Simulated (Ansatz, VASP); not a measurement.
# Bi2Se3 in VASP and in Ansatz

File INCAR:

```
PREC = Accurate ; ENCUT = 520
EDIFF = 1E-7 ; ISMEAR = 0
SIGMA = 0.02 ; LREAL = F
LASPH = T ; NELM = 100
ALGO = Normal ; ISIF = 2
LWAVE = F ; LCHARG = F
GGA = PE ; NBANDS = 32
```

File KPOINTS:

```
Automatic mesh
0
Gamma
  9 9 9
```

POSCAR

```
Bi2Se3
1.0
    2.0952101533      1.2096701460     10.4336286719
   -2.0952101533      1.2096701460     10.4336286719
    0.0000000000     -2.4193402920     10.4336286719
Bi Se
2 3
Direct
    0.3956391906      0.3956391906      0.3956391906
    0.6043608094      0.6043608094      0.6043608094
    0.0000000000      0.0000000000      0.0000000000
    0.2211432076      0.2211432076      0.2211432076
    0.7788567924      0.7788567924      0.7788567924
```

Input for Ansatz:

```yaml
crystal:
  lattice:
    - [2.0952101477, 1.2096701428, 10.43362903]
    - [-2.0952101477, 1.2096701428, 10.43362903]
    - [0.0, -2.4193402856, 10.43362903]
  atoms:
    - { symbol: Bi, position: [0.3956391885, 0.3956391885, 0.3956391885] }
    - { symbol: Bi, position: [0.6043608115, 0.6043608115, 0.6043608115] }
    - { symbol: Se, position: [0.0, 0.0, 0.0] }
    - { symbol: Se, position: [0.2211432112, 0.2211432112, 0.2211432112] }
    - { symbol: Se, position: [0.7788567888, 0.7788567888, 0.7788567888] }
basis:
  ecutwfc: 420
kpoints:
  mp_grid: { grid: [9, 9, 9] }
  band_path:
    path:
      - [[0.0, 0.0, 0.0], [0.5, 0.5, 0.5], [0.82437202, 0.17562798, 0.5]]
      - [[0.5, -0.17562798, 0.17562798], [0.5, 0.0, 0.0], [0.0, 0.0, 0.0], [0.33781399, -0.33781399, 0.0]]
      - [[0.66218601, 0.0, 0.33781399], [0.5, 0.0, 0.5], [0.0, 0.0, 0.0]]
    npoints: 14
hamiltonian:
  xc: pbe
scf:
  occupations: { method: gaussian, width: 0.02 }
  n_extra_bands: 12
output:
  forces: true
  stress: true
  eigenvalues: true
  populations: true
  dos: { projected: true, de: 0.02, nscf_kmesh: { grid: [14, 14, 14] } }
  bader: true
  write_density: true
  write_potential: true
  elf: true
  volumetric_format: npy
```

Alike in both runs: task single point; functional PBE; k mesh 9 × 9 × 9; occupations gaussian, width 0.02 eV; no spin polarisation.

|  | VASP | Ansatz |
| --- | --- | --- |
| version | VASP 6.6.1 | Ansatz 0.2.0 |
| potentials or method | VASP PAW PBE potentials, release 64 (Bi_d, Se), cutoff 520 eV | scalar-relativistic, plane waves, PAW |
| valence electrons in the cell | 48 | 78 |

Ansatz gave:

* gap on the k mesh at the Fermi level (eV): 0.70
* least direct gap on the mesh (eV): 0.71
* pressure (GPa): 0.0
* rms of the force components (eV/Å): 0.001

Question: What did VASP give for the same quantities?

Answer: gap on the k mesh at the Fermi level (eV): 0.70; least direct gap on the mesh (eV): 0.71; pressure (GPa): 0.0; rms of the force components (eV/Å): 0.006.

Atom by atom the forces differ by 0.005 eV/Å (rms over components). The functional is the same, so the differences come from potentials, cutoffs and numerics. VASP's potentials hold 48 valence electrons a cell and Ansatz's 78, so a difference there can come from the potentials and not from the codes.

Neither program's run includes spin-orbit coupling.
